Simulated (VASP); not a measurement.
Write the native input for VASP 6.6.1 that does the following.

```
Task                   : single point
Functional             : r2SCAN
Potentials or basis    : VASP PAW PBE potentials, release 64 (Cu)
Cutoff                 : 520 eV
k mesh                 : 22 × 22 × 22
Occupations            : gaussian, width 0.15 eV
Spin                   : no spin polarisation
Dipole correction      : no
Further INCAR settings : ALGO = Normal; EDIFF = 1e-06; NBANDS = 12
```

Cu:

```xyz
1
Lattice="0.0000 1.8346 1.8075 1.8346 0.0000 1.8075 1.8346 1.8346 0.0000" Properties=species:S:1:pos:R:3 pbc="T T T"
Cu    0.0000    0.0000    0.0000
```

This cell differs from its parent crystal: strain +0.015 along x and y, +0.000 along z.

One way to write it, as run:

POSCAR

```
Cu
1.0
    0.0000000000      1.8346125000      1.8075000000
    1.8346125000      0.0000000000      1.8075000000
    1.8346125000      1.8346125000      0.0000000000
Cu
1
Direct
    0.0000000000      0.0000000000      0.0000000000
```

INCAR.step1

```
SYSTEM = Cu
ALGO = Normal
EDIFF = 1E-4
ENCUT = 520
GGA = PE
ISMEAR = 0
LASPH = .True.
LCHARG = .False.
LREAL = .False.
LWAVE = .True.
NBANDS = 12
NELM = 100
PREC = Accurate
SIGMA = 0.15
```

INCAR.step2

```
SYSTEM = Cu
ALGO = Normal
EDIFF = 1E-6
ENCUT = 520
ISIF = 2
ISMEAR = 0
ISTART = 1
LASPH = .True.
LCHARG = .False.
LMIXTAU = .True.
LREAL = .False.
LWAVE = .False.
METAGGA = R2SCAN
NBANDS = 12
NELM = 100
PREC = Accurate
SIGMA = 0.15
```

KPOINTS

```
k-points
0
Gamma
  22 22 22
  0 0 0
```

Potentials or basis: VASP PAW PBE potentials, release 64 (Cu).

Run with:

```console
$ cat potpaw_PBE.64/Cu/POTCAR > POTCAR
$ cp INCAR.step1 INCAR
$ mpirun -np 1 vasp_std > vasp.out
$ cp INCAR.step2 INCAR
$ mpirun -np 1 vasp_std > vasp.out
```

Results of the run:

- Pressure: -8.0 GPa
- Band gap on the k mesh: zero (an odd number of electrons rules out a gap without spin polarisation)

Caveat: the cell differs from its parent crystal (strain +0.015 along x and y, +0.000 along z); the cell stands under tension; the PAW data sets were made with another functional, which shifts forces and pressure a little.

It took 6.7 min on 1 thread of Intel(R) Xeon(R) Platinum 8259CL CPU @ 2.50GHz (Skylake/Cascade Lake), on a shared host, peak memory 0.23 GiB.
